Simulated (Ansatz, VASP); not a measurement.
**KCl in VASP and in Ansatz**

Contents of INCAR:

```
PREC     = Accurate       # precision mode
ENCUT    = 520            # plane-wave cutoff, eV
EDIFF    = 1E-7           # SCF threshold, eV
ISMEAR   = -1             # smearing method
SIGMA    = 0.02           # smearing width, eV
LREAL    = F              # projectors in reciprocal space
LASPH    = T              # aspherical terms in the spheres
NELM     = 80             # most SCF steps
ALGO     = Normal         # electronic algorithm
ISIF     = 2              # what is computed and relaxed
LWAVE    = F              # write WAVECAR
LCHARG   = T              # write CHGCAR
GGA      = PE             # functional
LELF     = T              # ELF
LVHAR    = T            
NBANDS   = 15             # bands
```

File KPOINTS:

```
regular mesh
0
Gamma
  8 8 8
```

The input POSCAR:

```
KCl
1.0
    3.7764751200     -0.0112863111     -0.0112863111
   -0.0112863111      3.7764751200     -0.0112863111
   -0.0112863111     -0.0112863111      3.7764751200
K Cl
1 1
Direct
    0.0000000000      0.0000000000      0.0000000000
    0.5000000000      0.5000000000      0.5000000000
```

Input for Ansatz:

```yaml
crystal:
  lattice:
    - [3.77647512, -0.0112863111, -0.0112863111]
    - [-0.0112863111, 3.77647512, -0.0112863111]
    - [-0.0112863111, -0.0112863111, 3.77647512]
  atoms:
    - { symbol: K, position: [0.0, 0.0, 0.0] }
    - { symbol: Cl, position: [0.5, 0.5, 0.5] }
kpoints:
  mp_grid: { grid: [8, 8, 8] }
  band_path:
    path:
      - [0.0, 0.0, 0.0]
      - [0.0, 0.5, 0.0]
      - [0.5, 0.5, 0.0]
      - [0.5, 0.5, 0.5]
      - [0.0, 0.5, 0.5]
    npoints: 1
hamiltonian:
  xc: pbe
scf:
  occupations: { method: fermi_dirac, width: 0.02 }
  n_extra_bands: 4
output:
  forces: true
  stress: true
  eigenvalues: true
```

Change from the starting cell: epitaxial_111 strain +0.4%.

Alike in both runs: task single point; functional PBE; k mesh 8 × 8 × 8; occupations fermi-dirac, width 0.02 eV; no spin polarisation.

|  | VASP | Ansatz |
| --- | --- | --- |
| version | VASP 6.6.1 | Ansatz 0.2.0 |
| potentials or method | VASP PAW PBE potentials, release 64 (K_sv, Cl) | plane waves, PAW |
| plane-wave cutoff (eV) | 520 | 420 |
| valence electrons in the cell | 16 | 16 |

```csv
,VASP,Ansatz,Ansatz less VASP
gap on the k mesh at the Fermi level (eV),5.01,5.01,+0.001
pressure (GPa),1.0,1.0,-0.02
```
